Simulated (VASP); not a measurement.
# TaN (P1) in VASP: further runs, part 2 of 2

VASP 6.6.1. Earlier steps stand in the parts before.

## 3. Single point, PBE

File INCAR:

```
SYSTEM = TaN
ALGO     = Normal         ! electronic algorithm
EDIFF    = 1E-7           ! SCF threshold, eV
ENCUT    = 520            ! plane-wave cutoff, eV
GGA      = PE             ! functional
ISIF     = 2              ! what is computed and relaxed
ISMEAR   = 0              ! smearing method
LASPH    = .True.         ! aspherical terms in the spheres
LCHARG   = .False.        ! write CHGCAR
LREAL    = .False.        ! projectors in reciprocal space
LWAVE    = .False.        ! write WAVECAR
NBANDS   = 15             ! bands
NELM     = 100            ! most SCF steps
PREC     = Accurate       ! precision mode
SIGMA    = 0.15           ! smearing width, eV
```

File KPOINTS:

```
k-points
0
Gamma
  8 8 8
  0 0 0
```

File POSCAR:

```
TaN
1.0
    0.0000000000      2.1790000000      2.1790000000
    2.1790000000      0.0000000000      2.1790000000
    2.1790000000      2.1790000000      0.0000000000
Ta N
1 1
Direct
    0.4932826847      0.5083273153      0.4938773153
    0.0264700000      0.9971200000      0.9852200000
```

Potentials or basis: VASP PAW PBE potentials, release 64 (Ta_pv, N).

Launch:

```bash
$ cat potpaw_PBE.64/Ta_pv/POTCAR potpaw_PBE.64/N/POTCAR > POTCAR
$ mpirun -np 1 vasp_std > vasp.out
```

OUTCAR:

```text
SYSTEM = TaN
   EDIFF = 1E-7
   ENCUT = 520
   GGA = PE
   ISIF = 2
   ISMEAR = 0
   LASPH = .True.
   LREAL = .False.
   NELM = 100
   PREC = Accurate

 ion  position               nearest neighbor table
   1  0.493  0.508  0.494-   2 2.13   2 2.13   2 2.14   2 2.22   2 2.23   2 2.23
   2  0.026  0.997  0.985-   1 2.13   1 2.13   1 2.14   1 2.22   1 2.23   1 2.23

  LATTYP: Found a face centered cubic cell.
 ALAT       =     4.3580000000

  Lattice vectors:

 A1 = (   0.0000000000,   2.1790000000,   2.1790000000)
 A2 = (   2.1790000000,   0.0000000000,   2.1790000000)
 A3 = (   2.1790000000,   2.1790000000,   0.0000000000)

Analysis of symmetry for initial positions (statically):
=====================================================================
 Subroutine PRICEL returns:
 Original cell was already a primitive cell.

 Routine SETGRP: Setting up the symmetry group for a
 face centered cubic supercell.

 Subroutine GETGRP returns: Found  1 space group operations
 (whereof  1 operations were pure point group operations)
 out of a pool of 48 trial point group operations.

The static configuration has the point symmetry C_1 .
[... 174 lines left out ...]
      5       5.7052      2.00000
      6       5.7866      2.00000
      7       5.7974      2.00000
      8       7.7371      2.00000
      9       7.7731      2.00000
     10       7.9797      2.00000
     11      10.0487      0.17837
     12      10.0755      0.10988
     13      11.5958      0.00000
     14      19.2537      0.00000
[... 401 lines left out ...]
      2     -25.9364      2.00000
      3     -25.9189      2.00000
      4      -8.0472      2.00000
      5       2.0199      2.00000
      6       3.8749      2.00000
      7       4.4318      2.00000
      8       7.2117      2.00000
      9      10.0929      0.07791
     10      10.2420      0.00153
     11      12.0172      0.00000
     12      12.7983      0.00000
     13      16.0043      0.00000
     14      22.3139      0.00000
     15      22.7336      0.00000

 [... further k-points ...]

------------------------ aborting loop because EDIFF is reached ----------------------------------------

  FORCE on cell =-STRESS in cart. coord.  units (eV):
  Direction    XX          YY          ZZ          XY          YZ          ZX
  --------------------------------------------------------------------------------------
  -------------------------------------------------------------------------------------
  Total        2.1766244      2.2421042      2.2051358      0.0638483     -0.0716963      0.0562270
  in kB      168.5358829    173.6059797    170.7435229      4.9437670     -5.5514427      4.3536547
  external PRESSURE =     170.9617952 kB  Pullay stress =       0.0000000 kB

 VOLUME and BASIS-vectors are now :
 -----------------------------------------------------------------------------
  energy-cutoff  :      520.00
  volume of cell :       20.69
      direct lattice vectors                 reciprocal lattice vectors
     0.000000000  2.179000000  2.179000000    -0.229463056  0.229463056  0.229463056
     2.179000000  0.000000000  2.179000000     0.229463056 -0.229463056  0.229463056
     2.179000000  2.179000000  0.000000000     0.229463056  0.229463056 -0.229463056

 POSITION                                       TOTAL-FORCE (eV/Angst)
 -----------------------------------------------------------------------------------
      2.18380      2.15102      2.18251        -0.443306      0.556081      0.493777
      4.31952      2.20447      2.23040         0.443306     -0.556081     -0.493777
 -----------------------------------------------------------------------------------
    total drift:                                0.000035      0.000056      0.000042

  FREE ENERGIE OF THE ION-ELECTRON SYSTEM (eV)
  ---------------------------------------------------
  free  energy   TOTEN  =       -21.7262009329 eV

  energy  without entropy=      -21.7154141195  energy(sigma->0) =      -21.72080753
```

OSZICAR:

```text
N       E                     dE             d eps       ncg     rms          rms(c)
DAV:   1     0.905866417110E+02    0.90587E+02   -0.88240E+03  7808   0.114E+03
DAV:   2    -0.220250311603E+02   -0.11261E+03   -0.10641E+03  9508   0.306E+02
DAV:   3    -0.247391619245E+02   -0.27141E+01   -0.26999E+01  8766   0.448E+01
DAV:   4    -0.247495591458E+02   -0.10397E-01   -0.10392E-01 10014   0.295E+00
DAV:   5    -0.247496285987E+02   -0.69453E-04   -0.69449E-04  8976   0.209E-01    0.257E+01
DAV:   6    -0.218139009089E+02    0.29357E+01   -0.55457E+00  9306   0.267E+01    0.107E+01
DAV:   7    -0.217583680511E+02    0.55533E-01   -0.50331E-01  9116   0.601E+00    0.745E+00
DAV:   8    -0.217332220595E+02    0.25146E-01   -0.13250E-01  9046   0.310E+00    0.181E+00
DAV:   9    -0.217262377164E+02    0.69843E-02   -0.18273E-02  9151   0.110E+00    0.282E-01
DAV:  10    -0.217262270561E+02    0.10660E-04   -0.12979E-03  9172   0.370E-01    0.460E-02
DAV:  11    -0.217262021098E+02    0.24946E-04   -0.57224E-05  8900   0.900E-02    0.242E-02
DAV:  12    -0.217262013512E+02    0.75860E-06   -0.66173E-06  9347   0.255E-02    0.617E-03
DAV:  13    -0.217262009205E+02    0.43074E-06   -0.21530E-07  9053   0.442E-03    0.261E-03
DAV:  14    -0.217262009329E+02   -0.12427E-07   -0.11037E-08  5062   0.106E-03
   1 F= -.21726201E+02 E0= -.21720808E+02  d E =-.107868E-01
```

Run time: 38 s. Hardware: 1 thread of Intel Xeon Platinum 8488C (Sapphire Rapids), shared host; peak memory 0.21 GiB.

Results:

| Quantity | Value |
| --- | --- |
| Free energy | -21.7262 eV |
| Pressure | 17.1 GPa |
| Largest force | 0.866 eV/Å |
| Band gap on the k mesh | zero (band 8 reaches 11.87 eV, above the bottom of band 9 at 7.77 eV) |

Forces on the atoms (eV/Å):
```
Ta  -0.443  0.556  0.494
N    0.443 -0.556 -0.494
```

Caveat: spin-orbit coupling is left out, which moves the levels of the heavy elements.

## 4. Single point, PBE

File INCAR:

```
SYSTEM = TaN
  ALGO = Normal
  EDIFF = 1E-7
  ENCUT = 520
  GGA = PE
  ISIF = 2
  ISMEAR = 0
  LASPH = .TRUE.
  LCHARG = .FALSE.
  LREAL = .FALSE.
  LWAVE = .FALSE.
  NBANDS = 15
  NELM = 80
  PREC = Accurate
  SIGMA = 0.15
```

File KPOINTS:

```
k-points
0
G
  8 8 8
  0 0 0
```

POSCAR, as its differences from that of step 3:

```diff
@@ -8,3 +8,3 @@
 Direct
-    0.4932826847      0.5083273153      0.4938773153
+    0.4955773153      0.5060326847      0.4915826847
     0.0264700000      0.9971200000      0.9852200000
```

Launch:

```bash
$ cat potpaw_PBE.64/Ta_pv/POTCAR potpaw_PBE.64/N/POTCAR > POTCAR
$ mpirun -np 1 vasp_std > vasp.out
```

Wall time 39 s (1 thread of Intel Xeon Platinum 8488C (Sapphire Rapids), shared host); peak memory 0.2 GiB.

The run converged. Its results:

```
Free energy            : -21.7301 eV
Pressure               : 17.0 GPa
Largest force          : 0.819 eV/Å
Band gap on the k mesh : zero (band 8 reaches 11.86 eV, above the bottom of band 9 at 7.79 eV)
```

Forces on the atoms (eV/Å):
```
Ta  -0.338  0.558  0.495
N    0.338 -0.558 -0.495
```

Stress tensor (GPa, compression positive):
```
16.44  0.37  0.33
 0.37 17.35 -0.56
 0.33 -0.56 17.07
```

Levels at points of the mesh, in eV from the Fermi level:
| k point | band 5 | band 6 | band 7 | band 8 | band 9 | band 10 | band 11 | band 12 |
| --- | --- | --- | --- | --- | --- | --- | --- | --- |
| (0.00, 0.00, 0.00) | -4.18 | -4.11 | -4.09 | -2.19 | -2.12 | -1.96 | 0.12 | 0.16 |
| (0.50, 0.00, 0.00) | -10.63 | -7.85 | -7.85 | 1.95 | 1.96 | 2.03 | 3.92 | 7.78 |
| (0.00, 0.50, 0.00) | -10.65 | -7.82 | -7.79 | 1.90 | 1.93 | 2.04 | 3.79 | 7.70 |
| (0.00, 0.00, 0.50) | -10.65 | -7.82 | -7.79 | 1.90 | 1.93 | 2.04 | 3.79 | 7.69 |
| (0.50, 0.50, 0.50) | -10.64 | -7.83 | -7.80 | 1.91 | 1.92 | 2.05 | 3.81 | 7.74 |
| (0.50, 0.50, 0.00) | -6.75 | -5.92 | -4.78 | -4.51 | 2.21 | 3.66 | 3.66 | 4.72 |
| (0.00, 0.50, 0.50) | -6.75 | -5.98 | -4.79 | -4.45 | 2.21 | 3.66 | 3.66 | 4.73 |
| (0.50, 0.00, 0.50) | -6.74 | -5.90 | -4.78 | -4.54 | 2.20 | 3.66 | 3.66 | 4.72 |

Caveat: spin-orbit coupling is left out, which moves the levels of the heavy elements.
